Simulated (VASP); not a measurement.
CoO: dielectric tensor with PBEsol+U

The system is CoO.

```
CELL_PARAMETERS angstrom
0.00000 2.13150 2.13150
2.13150 0.00000 2.13150
2.13150 2.13150 0.00000
ATOMIC_POSITIONS crystal
Co 0.00000 0.00000 0.00000
O 0.50000 0.50000 0.50000
```

* Program: VASP 6.6.1
* Task: dielectric tensor
* Functional: PBEsol
* Potentials or basis: VASP PAW PBE potentials, release 64 (Co, O)
* Cutoff: 520 eV
* k mesh: 11 × 11 × 11
* Occupations: fermi-dirac, width 0.02 eV
* Spin: collinear spin, ferromagnetic start
* Starting moments: [2.0, 0.0] μB
* Hubbard terms: Co d U = 3.5 eV
* Dipole correction: no
* Further INCAR settings: ALGO = Normal; EDIFF = 1e-08

```json
{
  "Band gap on the k mesh": "zero (filled and empty bands overlap)",
  "Net moment": "3.00 μB per cell",
  "Site moments": "Co +2.73; O +0.26 μB",
  "Valence electrons inside the program's atomic spheres": "Co 7.80; O 4.97",
  "Electronic dielectric tensor (diagonal)": "174.15",
  "Born charges (mean of the diagonal)": "Co +2.26; O -2.26 e"
}
```

Levels at points of the mesh, in eV from the Fermi level:
Spin up:
```tsv
k point	band 5	band 6	band 7	band 8	band 9	band 10	band 11	band 12
(0.00, 0.00, 0.00)	-4.30	-4.30	-2.46	-2.46	-2.46	1.44	17.15	17.46
```
Spin down:
```tsv
k point	band 4	band 5	band 6	band 7	band 8	band 9
(0.00, 0.00, 0.00)	-1.95	-1.15	-1.15	-1.15	1.62	1.62
```

Electronic dielectric tensor:
```
174.15   0.00   0.00
  0.00 174.15   0.00
  0.00   0.00 174.15
```

Born effective charge tensors (e):
atom 1, Co
```
2.26 0.00 0.00
0.00 2.26 0.00
0.00 0.00 2.26
```
atom 2, O
```
-2.26  0.00  0.00
 0.00 -2.26  0.00
 0.00  0.00 -2.26
```

Eigenvalues of the final occupation matrices:
| site | spin | trace | eigenvalues |
| --- | --- | --- | --- |
| site 1 d | 1 | 4.93 | 0.97 0.97 0.97 1.01 1.01 |
| site 1 d | 2 | 2.23 | 0.14 0.14 0.65 0.65 0.65 |

Run time: 4.3 min on 1 thread of Intel(R) Xeon(R) Platinum 8375C CPU @ 2.90GHz (Ice Lake), on a shared host, peak memory 0.28 GiB.

Caveat: a cell with one magnetic atom can't hold antiferromagnetic order, which such compounds often take. The state reached can hang on the start; a lower one may exist.
